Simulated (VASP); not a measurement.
Here is a VASP 6.6.1 calculation.

Contents of INCAR:

```
  ALGO = Normal
  EDIFF = 1E-6
  ENCUT = 600
  GGA = PE
  GGA_COMPAT = False
  ISIF = 2
  ISMEAR = 0
  LASPH = True
  LCHARG = False
  LREAL = False
  LWAVE = False
  NBANDS = 16
  NELM = 120
  PREC = Accurate
  SIGMA = 0.01
```

Contents of KPOINTS:

```
k-points
0
Gamma
  3 3 1
```

Contents of POSCAR:

```
BN
1.0
    2.4982400000      0.0000000000      0.0000000000
   -1.2491200000      2.1635390000      0.0000000000
    0.0000000000      0.0000000000      6.6357000000
B N
2 2
Direct
    0.3333333333      0.6666666667      0.2500000000
    0.6666666667      0.3333333333      0.7500000000
    0.3333333333      0.6666666667      0.7500000000
    0.6666666667      0.3333333333      0.2500000000
```

Potentials or basis: VASP PAW PBE potentials, release 64 (B, N).

Run with:

```console
$ cat potpaw_PBE.64/B/POTCAR potpaw_PBE.64/N/POTCAR > POTCAR
$ mpirun -np 1 vasp_std > vasp.out
```

Question: What does it give for the pressure?

Answer: 5.5 GPa.

Question: Estimate the band gap on the k mesh.

Answer: 4.91 eV, direct.

Stress tensor (GPa, compression positive):
```
5.80 0.00 0.00
0.00 5.80 0.00
0.00 0.00 5.02
```

Caveat: the k points lie up to 0.97 Å⁻¹ apart; this functional lacks dispersion, which binds the layers, so the pressure and a relaxed spacing across them are unreliable. A k mesh can miss the band edges.
